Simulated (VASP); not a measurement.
# Si16N (a cell with a defect) in VASP: further runs

The runs below take Si16N (a cell with a defect) through single point, with PBE.

All numbers are computed with VASP 6.6.1; they aren't measurements. Logs are shortened: lines on timing, memory, paths and dates and some standing lists are left out, and cuts for length are marked.

## (1) The cell of the first run

The cell holds a defect, 17 atoms: a = 7.679 Å, b = 7.679 Å, c = 7.679 Å, α = 60.00°, β = 60.00°, γ = 60.00°.

## (2) Single point, PBE, collinear spin, zero start

INCAR

```
SYSTEM = Si16N
  PREC = Accurate
  ENCUT = 520
  EDIFF = 1E-6
  ISMEAR = -1
  SIGMA = 0.05
  LREAL = Auto
  LASPH = .TRUE.
  NELM = 150
  ALGO = Normal
  ISIF = 2
  LWAVE = .FALSE.
  LCHARG = .FALSE.
  ISPIN = 2
  MAGMOM = 0 0 0 0 0 0 0 0 0 0 0 0 0 0 0 0 0
  LORBIT = 11
  GGA = PE
  NBANDS = 52
```

KPOINTS

```
Automatic mesh
0
G
  2 2 2
  0 0 0
```

POSCAR

```
Si16N
1.0
    0.0000000000      5.4300000000      5.4300000000
    5.4300000000      0.0000000000      5.4300000000
    5.4300000000      5.4300000000      0.0000000000
Si N
16 1
Direct
   -0.0588489871      0.0225322284      0.0130294659
    0.1369981584      0.0831123389      0.1324125230
    0.0315377532     -0.0019981584      0.5066390424
    0.1584069982      0.0916850829      0.6498987109
    0.0534898711      0.4798250460      0.0035082873
    0.1393001842      0.6720626151      0.1115837937
   -0.0406353591      0.6161602210      0.4520165746
    0.0863443831      0.6572467772      0.6431031308
    0.5091436464      0.0009668508     -0.0485911602
    0.5839963168      0.1787292818      0.0692081031
    0.5416298343      0.0153499079      0.4546500921
    0.6593830571      0.1434530387      0.6069521179
    0.5171915285      0.5453314917      0.0244475138
    0.7005893186      0.6351012891      0.1066114180
    0.4657090239      0.5038121547      0.4616390424
    0.6717403315      0.4845027624      0.6956813996
    0.6869244936      0.7719521179      0.4690607735
```

Potentials or basis: VASP PAW PBE potentials, release 64 (Si, N).

Command:

```sh
cat potpaw_PBE.64/Si/POTCAR potpaw_PBE.64/N/POTCAR > POTCAR
mpirun -np 1 vasp_std > vasp.out
```

OUTCAR:

```text
SYSTEM = Si16N
   PREC = Accurate
   ENCUT = 520
   EDIFF = 1E-6
   ISMEAR = -1
   LREAL = Auto
   LASPH = .TRUE.
   NELM = 150
   ISIF = 2
   ISPIN = 2
   LORBIT = 11
   GGA = PE

 ion  position               nearest neighbor table
   1  0.941  0.023  0.013-   6 2.27  10 2.28   4 2.37   2 2.41
   2  0.137  0.083  0.132-   9 2.37   3 2.38   1 2.41   5 2.52
   3  0.032  0.998  0.507-   8 2.17   4 2.29  12 2.34   2 2.38
   4  0.158  0.092  0.650-   3 2.29   1 2.37  11 2.45
   5  0.053  0.480  0.004-  14 2.23   8 2.34   6 2.46   2 2.52
   6  0.139  0.672  0.112-   7 2.19   1 2.27  13 2.39   5 2.46
   7  0.959  0.616  0.452-  17 1.79   6 2.19   8 2.32  16 2.37  11 3.14
   8  0.086  0.657  0.643-   3 2.17   7 2.32   5 2.34  15 2.44
   9  0.509  0.001  0.951-  12 2.20  10 2.36   2 2.37  14 2.40
  10  0.584  0.179  0.069-   1 2.28   9 2.36  13 2.46  11 2.48  16 2.67
  11  0.542  0.015  0.455-  17 1.61   4 2.45  10 2.48  12 2.50   7 3.14
  12  0.659  0.143  0.607-   9 2.20   3 2.34  15 2.36  11 2.50  16 3.07
  13  0.517  0.545  0.024-  14 2.27  16 2.37   6 2.39  10 2.46  15 3.04
  14  0.701  0.635  0.107-   5 2.23  13 2.27   9 2.40  15 2.42
  15  0.466  0.504  0.462-  12 2.36  14 2.42   8 2.44  16 2.85  13 3.04
  16  0.672  0.485  0.696-  17 2.03   7 2.37  13 2.37  10 2.67  15 2.85  12 3.07
  17  0.687  0.772  0.469-  11 1.61   7 1.79  16 2.03

  LATTYP: Found a face centered cubic cell.
 ALAT       =    10.8600000000

  Lattice vectors:

 A1 = (   0.0000000000,   5.4300000000,   5.4300000000)
 A2 = (   5.4300000000,   0.0000000000,   5.4300000000)
 A3 = (   5.4300000000,   5.4300000000,   0.0000000000)

Analysis of symmetry for initial positions (statically):
=====================================================================
 Subroutine PRICEL returns:
 Original cell was already a primitive cell.

 Routine SETGRP: Setting up the symmetry group for a
 face centered cubic supercell.

 Subroutine GETGRP returns: Found  1 space group operations
 (whereof  1 operations were pure point group operations)
 out of a pool of 48 trial point group operations.

The static configuration has the point symmetry C_1 .

Analysis of symmetry for dynamics (positions and initial velocities):
=====================================================================
 Subroutine PRICEL returns:
 Original cell was already a primitive cell.

 Routine SETGRP: Setting up the symmetry group for a
 face centered cubic supercell.

 Subroutine GETGRP returns: Found  1 space group operations
 (whereof  1 operations were pure point group operations)
 out of a pool of 48 trial point group operations.

The dynamic configuration has the point symmetry C_1 .

Analysis of structural, dynamic, and magnetic symmetry:
=====================================================================
 Subroutine PRICEL returns:
 Original cell was already a primitive cell.

 Routine SETGRP: Setting up the symmetry group for a
 face centered cubic supercell.

 Subroutine GETGRP returns: Found  1 space group operations
 (whereof  1 operations were pure point group operations)
 out of a pool of 48 trial point group operations.

The overall configuration has the point symmetry C_1 .

 Subroutine INISYM returns: Found  1 space group operations
 (whereof  1 operations are pure point group operations),
 and found     1 'primitive' translations

----------------------------------------------------------------------------------------

                                     Primitive cell

  volume of cell :     320.2060

  direct lattice vectors                    reciprocal lattice vectors
     0.000000000  5.430000000  5.430000000    -0.092081031  0.092081031  0.092081031
     5.430000000  0.000000000  5.430000000     0.092081031 -0.092081031  0.092081031
     5.430000000  5.430000000  0.000000000     0.092081031  0.092081031 -0.092081031

  length of vectors
     7.679179644  7.679179644  7.679179644     0.159489025  0.159489025  0.159489025

  position of ions in fractional coordinates (direct lattice)
     0.941151013  0.022532228  0.013029466
     0.136998158  0.083112339  0.132412523
     0.031537753  0.998001842  0.506639042
     0.158406998  0.091685083  0.649898711
     0.053489871  0.479825046  0.003508287
     0.139300184  0.672062615  0.111583794
[... 69 lines left out ...]
   number of dos      NEDOS =    301   number of ions     NIONS =     17
   total plane-waves  NPLWV = 216000
   dimension x,y,z NGX =    60 NGY =   60 NGZ =   60
   dimension x,y,z NGXF=   120 NGYF=  120 NGZF=  120
   ions per type =              16   1
   NGX,Y,Z   is equivalent  to a cutoff of  12.99, 12.99, 12.99 a.u.
   NGXF,Y,Z  is equivalent  to a cutoff of  25.98, 25.98, 25.98 a.u.
 SYSTEM =  Si16N
   PREC   = accura    normal or accurate (medium, high low for compatibility)
   ISTART =      0    job   : 0-new  1-cont  2-samecut
   ICHARG =      2    charge: 1-file 2-atom 10-const
   ISPIN  =      2    spin polarized calculation?
   LNONCOLLINEAR =      F non collinear calculations
   LSORBIT =      F    spin-orbit coupling
   LASPH  =      T    aspherical Exc in radial PAW
   ENCUT  =  520.0 eV  38.22 Ry    6.18 a.u.  14.28 14.28 14.28*2*pi/ulx,y,z
   NELM   =    150;   NELMIN=  2; NELMDL= -5     # of ELM steps
   EDIFF  = 0.1E-05   stopping-criterion for ELM
   LREAL  =      T    real-space projection
   EDIFFG = 0.1E-04   stopping-criterion for IOM
   NSW    =      0    number of steps for IOM
[... 5 lines left out ...]
   TEBEG  =    0.0;   TEEND  =   0.0 temperature during run
   PSTRESS=    0.0 pullay stress
   NELECT =      69.0000    total number of electrons
   NUPDOWN=      -1.0000    fix difference up-down
   EMIN   =  10.00;   EMAX   =-10.00  energy-range for DOS
   EFERMI =   0.00;   METHOD = LEGACY
   ISMEAR =    -1;   SIGMA  =   0.05  broadening in eV -4-tet -1-fermi 0-gaus
   EFERMI_NEDOS =   21; number of points for ismear=-14 and -15
   IALGO  =     38    algorithm
   IMIX   =      4    mixing-type and parameters
     AMIX     =   0.40;   BMIX     =  1.00
     AMIX_MAG =   1.60;   BMIX_MAG =  1.00
  volume/ion in A,a.u.               =      18.84       127.11
  Fermi-wavevector in a.u.,A,eV,Ry     =   0.981480  1.854728 13.106528  0.963303
  Thomas-Fermi vector in A             =   2.112490
   LORBIT       =     11    0 simple, 1 ext, 2 COOP (PROOUT), +10 PAW based schemes
   GGA     = PE    functional components
   LHFCALC =     F    Hartree Fock is set to
   AEXX    =    0.0000 exact exchange contribution
   IVDW    =     0    specifies the selected vdW correction
   LEPSILON=     F    determine dielectric tensor
   LRPA    =     F    only Hartree local field effects (RPA)
 spin polarized calculation
  energy-cutoff  :      520.00
  volume of cell :      320.21
 maximum number of plane-waves:      8646
 NGX is ok and might be reduce to    60
   NGX = 29   NGY = 29   NGZ = 29

 number of electron      69.0000000 magnetization       0.0001150

 number of electron      69.0000000 magnetization      -0.0001531

 Free energy of the ion-electron system (eV)
  ---------------------------------------------------
  ext. energy  EPLUGINS =         0.00000000
  ---------------------------------------------------
  free energy    TOTEN  =       -88.33673159 eV

  energy without entropy =      -88.28469360  energy(sigma->0) =      -88.31071260

 E-fermi :   6.2926     XC(G=0):  -9.6067

 val. band max:        6.2918146475   @ k =   0.5000   0.5000   0.5000
 cond. band min:       6.2997242816   @ k =   0.0000   0.0000   0.5000
 fundamental gap:      0.0079096341
 Fermi energy:         6.2925935991

 spin component 1

 k-point     1 :       0.0000    0.0000    0.0000
  band No.  band energies     occupation
      1     -10.1176      1.00000
      2      -5.9052      1.00000
      3      -4.1827      1.00000
      4      -3.9604      1.00000
      5      -3.8422      1.00000
      6      -3.2713      1.00000
[... 381 lines left out ...]
     45       9.7713      0.00000
     46       9.9449      0.00000
 Fermi energy:         6.2925935991

 spin component 2

 k-point     1 :       0.0000    0.0000    0.0000
  band No.  band energies     occupation
      1     -10.1176      1.00000
      2      -5.9052      1.00000
      3      -4.1827      1.00000
      4      -3.9604      1.00000
      5      -3.8423      1.00000
      6      -3.2713      1.00000
[... 381 lines left out ...]
     45       9.7713      0.00000
     46       9.9449      0.00000
 [bands above 46 left out]

------------------------ aborting loop because EDIFF is reached ----------------------------------------

  FORCE on cell =-STRESS in cart. coord.  units (eV):
  Direction    XX          YY          ZZ          XY          YZ          ZX
  --------------------------------------------------------------------------------------
  -------------------------------------------------------------------------------------
  Total       10.0222785      2.5618548      8.6912985     -2.4846691     -2.9772156      1.2150357
  in kB       50.1473009     12.8184528     43.4876322    -12.4322478    -14.8967452      6.0795316
  external PRESSURE =      35.4844620 kB  Pullay stress =       0.0000000 kB

 VOLUME and BASIS-vectors are now :
 -----------------------------------------------------------------------------
  energy-cutoff  :      520.00
  volume of cell :      320.21
      direct lattice vectors                 reciprocal lattice vectors
     0.000000000  5.430000000  5.430000000    -0.092081031  0.092081031  0.092081031
     5.430000000  0.000000000  5.430000000     0.092081031 -0.092081031  0.092081031
     5.430000000  5.430000000  0.000000000     0.092081031  0.092081031 -0.092081031

 POSITION                                       TOTAL-FORCE (eV/Angst)
 -----------------------------------------------------------------------------------
      0.19310      5.18120      5.23280        -0.372543      0.403106      1.626140
      1.17030      1.46290      1.19520         0.724236     -0.726791      0.647387
      8.17020      2.92230      5.59040         0.895706     -1.252437      1.315217
      4.02680      4.38910      1.35800         0.160202     -0.069884      0.739614
      2.62450      0.30950      2.89590        -0.595823      1.200743      0.324637
      4.25520      1.36230      4.40570        -2.524969     -0.155811      0.267633
[... 9 lines left out ...]
      6.40840      7.42510      6.27840         0.201028     -1.769039      0.520825
      6.73870      6.27700      7.92170        -3.459882      3.330151     -2.109615
 -----------------------------------------------------------------------------------
    total drift:                                0.004766      0.004633     -0.007112

  FREE ENERGIE OF THE ION-ELECTRON SYSTEM (eV)
  ---------------------------------------------------
  free  energy   TOTEN  =       -88.3367315949 eV

  energy  without entropy=      -88.2846936038  energy(sigma->0) =      -88.31071260

 total charge

# of ion       s       p       d       tot
------------------------------------------
    1        0.760   0.934   0.000   1.694
    2        0.757   0.879   0.000   1.636
    3        0.752   0.983   0.000   1.736
    4        0.793   0.843   0.000   1.636
    5        0.760   0.917   0.000   1.677
    6        0.756   0.941   0.000   1.697
[... 9 lines left out ...]
   16        0.816   0.760   0.000   1.576
   17        1.267   2.578   0.000   3.844
--------------------------------------------------
tot         13.524  17.077   0.000  30.601

 magnetization (x)

# of ion       s       p       d       tot
------------------------------------------
    1       -0.000  -0.000   0.000  -0.000
    2       -0.000   0.000   0.000  -0.000
    3        0.000   0.000   0.000   0.000
    4       -0.000  -0.000   0.000  -0.000
    5       -0.000   0.000   0.000   0.000
    6       -0.000  -0.000   0.000  -0.000
[... 9 lines left out ...]
   16       -0.000  -0.000   0.000  -0.000
   17       -0.000  -0.000   0.000  -0.000
--------------------------------------------------
tot         -0.000  -0.000   0.000  -0.000
```

It took 6 min on 1 thread of Intel Xeon 6975P-C (Granite Rapids), shared host; peak memory 0.71 GiB.

Results:

```
Free energy                                           : -88.3367 eV
Pressure                                              : 3.5 GPa
Largest force                                         : 5.245 eV/Å
Net moment                                            : 0.00 μB per cell
Valence electrons inside the program's atomic spheres : Si 1.69, 1.64, 1.74, 1.68, 1.70, 1.67, 1.72, 1.61, 1.58 (each value once); N 3.84
```

Forces on the atoms (eV/Å):
```
Si  -0.373  0.403  1.626
Si   0.724 -0.727  0.647
Si   0.896 -1.252  1.315
Si   0.160 -0.070  0.740
Si  -0.596  1.201  0.325
Si  -2.525 -0.156  0.268
Si   1.218  0.676 -1.481
Si  -1.872  1.359 -0.582
Si   0.755  1.240 -1.182
Si   1.685  0.610 -0.140
Si   3.094 -1.754  1.303
Si  -1.158 -2.146  0.533
Si  -0.887 -0.976 -1.240
Si   1.958 -0.706 -0.985
Si   0.179  0.736  0.442
Si   0.201 -1.769  0.521
N   -3.460  3.330 -2.110
```

Stress tensor (GPa, compression positive):
```
 5.01 -1.24  0.61
-1.24  1.28 -1.49
 0.61 -1.49  4.35
```

Caveat: the k points lie up to 0.50 Å⁻¹ apart; no moment was typed at the start, so none could form.

(Continued in part 2 of 2.)
